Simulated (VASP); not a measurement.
A run of VASP 6.6.1 is set up as follows.

The input INCAR:

```
SYSTEM = Au
ALGO = Normal ; EDIFF = 1E-6
EDIFFG = -0.01 ; ENCUT = 600
GGA = PE ; IBRION = 2
ISIF = 3 ; ISMEAR = 0
LASPH = .True. ; LCHARG = .False.
LREAL = .False. ; LWAVE = .False.
NELM = 80 ; NSW = 80
PREC = Accurate ; SIGMA = 0.1
```

The input KPOINTS:

```
k-points
0
Gamma
  18 18 18
  0 0 0
```

POSCAR

```
Au
1.0
   -1.6532174679      1.6532174679      1.6532174679
    1.6532174679     -1.6532174679      1.6532174679
    1.6532174679      1.6532174679     -1.6532174679
Au
1
Direct
    0.0000000000      0.0000000000      0.0000000000
```

Potentials or basis: VASP PAW PBE potentials, release 64 (Au).

Run with:

```sh
$ cat potpaw_PBE.64/Au/POTCAR > POTCAR
$ mpirun -np 1 vasp_std > vasp.out
```

(1) Estimate the band gap on the k mesh.

(2) What does it give for the relaxed volume?

(3) Estimate the space group after relaxing (to 0.1 Å).

(4) What does it give for the relaxed cell?

Results:

(1) zero (an odd number of electrons rules out a gap without spin polarisation).

(2) 17.97 Å³/atom.

(3) Im-3m (No. 229).

(4) a = 2.858 Å, b = 2.858 Å, c = 2.858 Å, α = 109.47°, β = 109.47°, γ = 109.47°.

Caveat: spin-orbit coupling is left out, which moves the levels of the heavy elements.
